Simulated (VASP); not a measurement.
# GaN (Pmc2_1) in VASP: further runs

Runs on GaN. Level: LDA. Tasks: single point.

Everything below comes from runs of VASP 6.6.1. Logs are shortened: lines on timing, memory, paths and dates and some standing lists are left out, and cuts for length are marked.

### 1 The cell of the first run

The structure is orthorhombic, space group Pmc2_1 (No. 26). The conventional cell has a = 3.152 Å, b = 5.459 Å, c = 5.138 Å, α = 90.00°, β = 90.00°, γ = 90.00°. Within 2.5 Å of Ga (site symmetry m) lie 4 N at 1.86 to 2.08 Å. Within 2.4 Å of Ga (site symmetry m) lie 4 N at 1.83 to 2.01 Å. N (site symmetry m) has 4 Ga at 1.93 to 2.08 Å within 2.6 Å. N (site symmetry m) has 4 Ga at 1.83 to 2.01 Å within 2.4 Å.

### 2 Single point, LDA (atoms displaced along several vibrational modes)

INCAR

```
  PREC = Accurate
  ENCUT = 520
  EDIFF = 1E-7
  ISMEAR = 0
  SIGMA = 0.05
  LREAL = False
  LASPH = True
  NELM = 60
  ALGO = Normal
  ISIF = 2
  LWAVE = False
  LCHARG = False
  NBANDS = 46
```

KPOINTS

```
regular mesh
0
Gamma
  8 6 6
```

POSCAR

```
GaN
1.0
   -3.1515767111      0.0000000000      0.0000000000
    0.0000000000      0.0000000000     -5.1382481593
    0.0000000000     -5.4586909876      0.0000000000
Ga N
4 4
Direct
    0.5000000000      0.0094215028      0.1797108050
    0.0000000000     -0.0009031747      0.6536163387
    0.0000000000      0.4990968253      0.3463836613
    0.5000000000      0.5094215028      0.8202891950
    0.5000000000      0.6041928645      0.1685352516
    0.0000000000      0.6089840202      0.6647600166
    0.0000000000      0.1089840202      0.3352399834
    0.5000000000      0.1041928645      0.8314647484
```

Potentials or basis: VASP PAW LDA potentials, release 64 (Ga_d, N).

Command:

```bash
$ cat potpaw_LDA.64/Ga_d/POTCAR potpaw_LDA.64/N/POTCAR > POTCAR
$ mpirun -np 1 vasp_std > vasp.out
```

OUTCAR:

```text
PREC = Accurate
   ENCUT = 520
   EDIFF = 1E-7
   ISMEAR = 0
   LREAL = False
   LASPH = True
   NELM = 60
   ISIF = 2

 ion  position               nearest neighbor table
   1  0.500  0.009  0.180-   7 1.86   7 1.86   8 1.96   5 2.08
   2  0.000  0.999  0.654-   7 1.83   8 1.93   8 1.93   6 2.01
   3  0.000  0.499  0.346-   6 1.83   5 1.93   5 1.93   7 2.01
   4  0.500  0.509  0.820-   6 1.86   6 1.86   5 1.96   8 2.08
   5  0.500  0.604  0.169-   3 1.93   3 1.93   4 1.96   1 2.08
   6  0.000  0.609  0.665-   3 1.83   4 1.86   4 1.86   2 2.01
   7  0.000  0.109  0.335-   2 1.83   1 1.86   1 1.86   3 2.01
   8  0.500  0.104  0.831-   2 1.93   2 1.93   1 1.96   4 2.08

  LATTYP: Found a simple orthorhombic cell.
 ALAT       =     3.1515767111
 B/A-ratio  =     1.6303738193
 C/A-ratio  =     1.7320508076

  Lattice vectors:

 A1 = (  -3.1515767111,   0.0000000000,   0.0000000000)
 A2 = (   0.0000000000,   0.0000000000,  -5.1382481593)
 A3 = (   0.0000000000,  -5.4586909876,   0.0000000000)

Analysis of symmetry for initial positions (statically):
=====================================================================
 Subroutine PRICEL returns:
 Original cell was already a primitive cell.

 Routine SETGRP: Setting up the symmetry group for a
 simple orthorhombic supercell.

 Subroutine GETGRP returns: Found  4 space group operations
 (whereof  2 operations were pure point group operations)
 out of a pool of  8 trial point group operations.

The static configuration has the point symmetry C_1h.
 The point group associated with its full space group is C_2v.

Analysis of symmetry for dynamics (positions and initial velocities):
=====================================================================
 Subroutine PRICEL returns:
 Original cell was already a primitive cell.

 Routine SETGRP: Setting up the symmetry group for a
 simple orthorhombic supercell.

 Subroutine GETGRP returns: Found  4 space group operations
 (whereof  2 operations were pure point group operations)
 out of a pool of  8 trial point group operations.

The dynamic configuration has the point symmetry C_1h.
 The point group associated with its full space group is C_2v.

 Subroutine INISYM returns: Found  4 space group operations
 (whereof  2 operations are pure point group operations),
 and found     1 'primitive' translations

----------------------------------------------------------------------------------------

                                     Primitive cell

  volume of cell :      88.3958

  direct lattice vectors                    reciprocal lattice vectors
    -3.151576711  0.000000000  0.000000000    -0.317301494  0.000000000  0.000000000
     0.000000000  0.000000000 -5.138248159     0.000000000  0.000000000 -0.194618860
     0.000000000 -5.458690988  0.000000000     0.000000000 -0.183194103  0.000000000

  length of vectors
     3.151576711  5.138248159  5.458690988     0.317301494  0.194618860  0.183194103

  position of ions in fractional coordinates (direct lattice)
     0.500000000  0.009421503  0.179710805
     0.000000000  0.999096825  0.653616339
     0.000000000  0.499096825  0.346383661
     0.500000000  0.509421503  0.820289195
     0.500000000  0.604192864  0.168535252
     0.000000000  0.608984020  0.664760017
     0.000000000  0.108984020  0.335239983
     0.500000000  0.104192864  0.831464748

  ion indices of the primitive-cell ions
   primitive index   ion index
                 1           1
                 2           2
                 3           3
                 4           4
                 5           5
                 6           6
                 7           7
                 8           8

----------------------------------------------------------------------------------------

 KPOINTS: regular mesh

Automatic generation of k-mesh.
 Grid dimensions read from file:
 generate k-points for:    8    6    6

 Generating k-lattice:

  Cartesian coordinates                     Fractional coordinates (reciprocal lattice)
    -0.039662687  0.000000000  0.000000000     0.125000000  0.000000000  0.000000000
     0.000000000  0.000000000 -0.032436477     0.000000000  0.166666667  0.000000000
     0.000000000 -0.030532351  0.000000000     0.000000000  0.000000000  0.166666667

  Length of vectors
     0.039662687  0.032436477  0.030532351

  Shift w.r.t. Gamma in fractional coordinates (k-lattice)
     0.000000000  0.000000000  0.000000000

 Subroutine IBZKPT returns following result:
 ===========================================

 Found     80 irreducible k-points:

 Following reciprocal coordinates:
            Coordinates               Weight
  0.000000  0.000000  0.000000      1.000000
  0.125000  0.000000  0.000000      2.000000
  0.250000  0.000000  0.000000      2.000000
  0.375000  0.000000  0.000000      2.000000
  0.500000  0.000000  0.000000      1.000000
  0.000000  0.166667  0.000000      2.000000
[... 16 lines left out ...]
  0.250000  0.000000  0.166667      4.000000
  0.375000  0.000000  0.166667      4.000000
 [... further k-points ...]
   k-points           NKPTS =     80   k-points in BZ     NKDIM =     80   number of bands    NBANDS=     46
   number of dos      NEDOS =    301   number of ions     NIONS =      8
   total plane-waves  NPLWV =  40320
   dimension x,y,z NGX =    24 NGY =   40 NGZ =   42
   dimension x,y,z NGXF=    48 NGYF=   80 NGZF=   84
   ions per type =               4   4
   NGX,Y,Z   is equivalent  to a cutoff of  12.66, 12.94, 12.79 a.u.
   NGXF,Y,Z  is equivalent  to a cutoff of  25.32, 25.88, 25.58 a.u.
 SYSTEM =  unknown system
   PREC   = accura    normal or accurate (medium, high low for compatibility)
   ISTART =      0    job   : 0-new  1-cont  2-samecut
   ICHARG =      2    charge: 1-file 2-atom 10-const
   ISPIN  =      1    spin polarized calculation?
   LNONCOLLINEAR =      F non collinear calculations
   LSORBIT =      F    spin-orbit coupling
   LASPH  =      T    aspherical Exc in radial PAW
   ENCUT  =  520.0 eV  38.22 Ry    6.18 a.u.   5.86  9.55 10.15*2*pi/ulx,y,z
   NELM   =     60;   NELMIN=  2; NELMDL= -5     # of ELM steps
   EDIFF  = 0.1E-06   stopping-criterion for ELM
   LREAL  =      F    real-space projection
   EDIFFG = 0.1E-05   stopping-criterion for IOM
   NSW    =      0    number of steps for IOM
   IBRION =     -1    ionic relax: 0-MD 1-quasi-New 2-CG
   NFREE  =      0    steps in history (QN), initial steepest desc. (CG)
   ISIF   =      2    stress and relaxation
   ISYM   =      2    0-nonsym 1-usesym 2-fastsym
   POTIM  = 0.5000    time-step for ionic-motion
   TEBEG  =    0.0;   TEEND  =   0.0 temperature during run
   PSTRESS=    0.0 pullay stress
   NELECT =      72.0000    total number of electrons
   NUPDOWN=      -1.0000    fix difference up-down
   EMIN   =  10.00;   EMAX   =-10.00  energy-range for DOS
   EFERMI =   0.00;   METHOD = LEGACY
   ISMEAR =     0;   SIGMA  =   0.05  broadening in eV -4-tet -1-fermi 0-gaus
   EFERMI_NEDOS =   21; number of points for ismear=-14 and -15
   IALGO  =     38    algorithm
   IMIX   =      4    mixing-type and parameters
     AMIX     =   0.40;   BMIX     =  1.00
     AMIX_MAG =   1.60;   BMIX_MAG =  1.00
  volume/ion in A,a.u.               =      11.05        74.57
  Fermi-wavevector in a.u.,A,eV,Ry     =   1.528886  2.889176 31.803525  2.337493
  Thomas-Fermi vector in A             =   2.636583
   LORBIT       =      0    0 simple, 1 ext, 2 COOP (PROOUT), +10 PAW based schemes
   GGA     = CA    functional components
   LHFCALC =     F    Hartree Fock is set to
   AEXX    =    0.0000 exact exchange contribution
   IVDW    =     0    specifies the selected vdW correction
   LEPSILON=     F    determine dielectric tensor
   LRPA    =     F    only Hartree local field effects (RPA)
 non-spin polarized calculation
 Gauss-broadening in eV      SIGMA  =   0.05
  energy-cutoff  :      520.00
  volume of cell :       88.40
 maximum number of plane-waves:      2408
 NGX is ok and might be reduce to    24
   NGX = 11   NGY = 19   NGZ = 21

 number of electron      71.9999970 magnetization

 Free energy of the ion-electron system (eV)
  ---------------------------------------------------
  ext. energy  EPLUGINS =         0.00000000
  ---------------------------------------------------
  free energy    TOTEN  =       -55.24361629 eV

  energy without entropy =      -55.24361629  energy(sigma->0) =      -55.24361629

 E-fermi :   5.8566     XC(G=0): -12.2937

 val. band max:        5.5941411687   @ k =   0.0000   0.0000   0.0000
 cond. band min:       7.5800785380   @ k =   0.0000   0.0000   0.0000
 fundamental gap:      1.9859373693
 Fermi energy:         5.8565966241

 k-point     1 :       0.0000    0.0000    0.0000
  band No.  band energies     occupation
      1     -10.9631      2.00000
      2     -10.2729      2.00000
      3      -9.4466      2.00000
      4      -9.3914      2.00000
      5      -8.2381      2.00000
      6      -8.2305      2.00000
[... 38 lines left out ...]
     45      15.3202      0.00000
     46      15.4123      0.00000

 k-point     2 :       0.1250    0.0000    0.0000
  band No.  band energies     occupation
      1     -10.8521      2.00000
      2     -10.2287      2.00000
      3      -9.4281      2.00000
      4      -9.3611      2.00000
      5      -8.2189      2.00000
      6      -8.2116      2.00000
[... 38 lines left out ...]
     45      15.3289      0.00000
     46      15.4399      0.00000

 k-point     3 :       0.2500    0.0000    0.0000
  band No.  band energies     occupation
      1     -10.5839      2.00000
      2     -10.1304      2.00000
      3      -9.3816      2.00000
      4      -9.3002      2.00000
      5      -8.1880      2.00000
      6      -8.1649      2.00000
[... 1018 lines left out ...]
     45      14.7346      0.00000
     46      15.2575      0.00000

 k-point    24 :       0.3750    0.0000    0.1667
  band No.  band energies     occupation
      1     -10.3235      2.00000
      2     -10.0464      2.00000
      3      -9.3393      2.00000
      4      -9.2563      2.00000
      5      -8.1681      2.00000
      6      -8.1296      2.00000
[... 38 lines left out ...]
     45      14.8146      0.00000
     46      15.1339      0.00000

 [... further k-points ...]

------------------------ aborting loop because EDIFF is reached ----------------------------------------

  FORCE on cell =-STRESS in cart. coord.  units (eV):
  Direction    XX          YY          ZZ          XY          YZ          ZX
  --------------------------------------------------------------------------------------
  -------------------------------------------------------------------------------------
  Total        3.8451066      4.0530817     -2.2010961      0.0000000      0.0000000      0.0000000
  in kB       69.6927331     73.4622916    -39.8949679      0.0000000      0.0000000      0.0000000
  external PRESSURE =      34.4200189 kB  Pullay stress =       0.0000000 kB

 VOLUME and BASIS-vectors are now :
 -----------------------------------------------------------------------------
  energy-cutoff  :      520.00
  volume of cell :       88.40
      direct lattice vectors                 reciprocal lattice vectors
    -3.151576711  0.000000000  0.000000000    -0.317301494  0.000000000  0.000000000
     0.000000000  0.000000000 -5.138248159     0.000000000  0.000000000 -0.194618860
     0.000000000 -5.458690988  0.000000000     0.000000000 -0.183194103  0.000000000

 POSITION                                       TOTAL-FORCE (eV/Angst)
 -----------------------------------------------------------------------------------
     -1.57579     -0.98099     -0.04841         0.000000      2.009593      1.524207
      0.00000     -3.56789     -5.13361         0.000000     -2.265485      0.616873
      0.00000     -1.89080     -2.56448         0.000000      2.265485      0.616873
     -1.57579     -4.47771     -2.61753         0.000000     -2.009593      1.524207
     -1.57579     -0.91998     -3.10449         0.000000      0.016310     -0.896288
      0.00000     -3.62872     -3.12911         0.000000     -0.331256     -1.244793
      0.00000     -1.82997     -0.55999         0.000000      0.331256     -1.244793
     -1.57579     -4.53871     -0.53537         0.000000     -0.016310     -0.896288
 -----------------------------------------------------------------------------------
    total drift:                               -0.000000      0.000002     -0.000217

  FREE ENERGIE OF THE ION-ELECTRON SYSTEM (eV)
  ---------------------------------------------------
  free  energy   TOTEN  =       -55.2436162913 eV

  energy  without entropy=      -55.2436162913  energy(sigma->0) =      -55.24361629
```

Wall time 2.3 min (1 thread of Intel Xeon 6975P-C (Granite Rapids), shared host); peak memory 0.34 GiB.

Results:

* Free energy: -55.2436 eV
* Pressure: 3.4 GPa
* Largest force: 2.522 eV/Å
* Band gap on the k mesh: 1.99 eV

Forces on the atoms (eV/Å):
```
Ga   0.000  2.010  1.524
Ga   0.000 -2.265  0.617
Ga   0.000  2.265  0.617
Ga   0.000 -2.010  1.524
N    0.000  0.016 -0.896
N    0.000 -0.331 -1.245
N    0.000  0.331 -1.245
N    0.000 -0.016 -0.896
```

Caveat: the cell differs from its parent crystal (atoms displaced along several vibrational modes); the stress differs along the axes, from -4 to 7 GPa; forces of over 1 eV/Å act on the atoms, so gaps and moduli don't describe the material at rest.

### 3 Single point, LDA (atoms displaced along several vibrational modes)

INCAR

```
  ALGO = Normal
  EDIFF = 1E-6
  ENCUT = 520
  ISIF = 2
  ISMEAR = 0
  LASPH = T
  LCHARG = F
  LREAL = F
  LWAVE = F
  NBANDS = 46
  NELM = 60
  PREC = Accurate
  SIGMA = 0.05
```

KPOINTS

```
k-points
0
Gamma
  8 6 6
```

POSCAR

```
GaN
1.0
   -3.1515767111      0.0000000000      0.0000000000
    0.0000000000      0.0000000000     -5.1382481593
    0.0000000000     -5.4586909876      0.0000000000
Ga N
4 4
Direct
    0.5000000000      0.0076425472      0.1797123525
    0.0000000000     -0.0026821302      0.6536178861
    0.0000000000      0.4973178698      0.3463821139
    0.5000000000      0.5076425472      0.8202876475
    0.5000000000      0.6130480169      0.1685447679
    0.0000000000      0.6178391726      0.6647695329
    0.0000000000      0.1178391726      0.3352304671
    0.5000000000      0.1130480169      0.8314552321
```

Potentials or basis: VASP PAW LDA potentials, release 64 (Ga_d, N).

Command:

```bash
$ cat potpaw_LDA.64/Ga_d/POTCAR potpaw_LDA.64/N/POTCAR > POTCAR
$ mpirun -np 1 vasp_std > vasp.out
```

Wall time 2.2 min (1 thread of Intel Xeon 6975P-C (Granite Rapids), shared host); peak memory 0.34 GiB.

Results (log left out):

| Item | Value |
| --- | --- |
| Free energy | -55.4342 eV |
| Pressure | 2.5 GPa |
| Largest force | 2.252 eV/Å |
| Band gap on the k mesh | 2.05 eV |

Forces in eV/Å, atoms in the order of the input:
```
Ga   0.000  1.903  1.204
Ga   0.000 -2.113  0.087
Ga   0.000  2.113  0.087
Ga   0.000 -1.903  1.204
N    0.000 -0.022 -0.568
N    0.000 -0.258 -0.723
N    0.000  0.258 -0.723
N    0.000  0.022 -0.568
```

Stress tensor (GPa, compression positive):
```
 4.57  0.00  0.00
 0.00  4.78  0.00
 0.00  0.00 -1.70
```

Levels at points of the mesh, in eV from the valence-band top:
```tsv
k point	band 33	band 34	band 35	band 36	band 37	band 38	band 39	band 40
(0.00, 0.00, 0.00)	-0.76	-0.11	-0.05	0.00	2.05	4.18	4.91	5.61
(0.50, 0.00, 0.00)	-2.46	-2.34	-2.23	-1.64	5.34	6.17	6.52	6.86
(0.00, 0.50, 0.00)	-0.62	-0.62	-0.53	-0.53	4.17	4.17	4.52	4.52
(0.50, 0.50, 0.00)	-2.00	-2.00	-1.40	-1.40	5.53	5.53	6.03	6.03
(0.00, 0.00, 0.50)	-0.78	-0.74	-0.57	-0.44	4.11	4.53	5.80	5.94
(0.50, 0.00, 0.50)	-2.39	-2.06	-1.38	-1.11	4.50	5.27	5.34	5.68
(0.00, 0.50, 0.50)	-1.95	-1.95	-1.02	-1.02	4.96	4.96	5.53	5.53
(0.50, 0.50, 0.50)	-2.06	-2.06	-1.59	-1.59	4.00	4.00	4.70	4.70
```

Caveat: the cell differs from its parent crystal (atoms displaced along several vibrational modes); the stress differs along the axes, from -2 to 5 GPa; forces of over 1 eV/Å act on the atoms, so gaps and moduli don't describe the material at rest.
